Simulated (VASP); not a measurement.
SrNb: single point with PBE

The system is SrNb.

```
Sr Nb
1.0
     0.00000    3.14239    3.14239
     3.14239    0.00000    3.14239
     3.14239    3.14239    0.00000
Sr Nb
1 1
Direct
  0.00000 0.00000 0.00000
  0.50000 0.50000 0.50000
```

* Program: VASP 6.6.1
* Task: single point
* Functional: PBE
* Potentials or basis: VASP PAW PBE potentials, release 64 (Sr_sv, Nb_sv)
* Cutoff: 500 eV
* k mesh: 6 × 6 × 6
* Occupations: gaussian, width 0.2 eV
* Spin: no spin polarisation

| Property | Result |
| --- | --- |
| Pressure | 0.5 GPa |

Levels at points of the mesh, in eV from the Fermi level:
```
           k point  band 9  band 10  band 11  band 12  band 13  band 14
(0.00, 0.00, 0.00)   -3.99    -0.81    -0.81    -0.78    -0.78    -0.78
(0.50, 0.00, 0.00)   -1.32    -0.87     0.18     0.18     0.89     0.89
(0.50, 0.50, 0.00)   -1.87    -1.36    -0.24     0.11     0.90     1.06
```

Run time: 28 s on 1 thread of Intel Xeon 8259CL, on a shared host, peak memory 0.18 GiB.
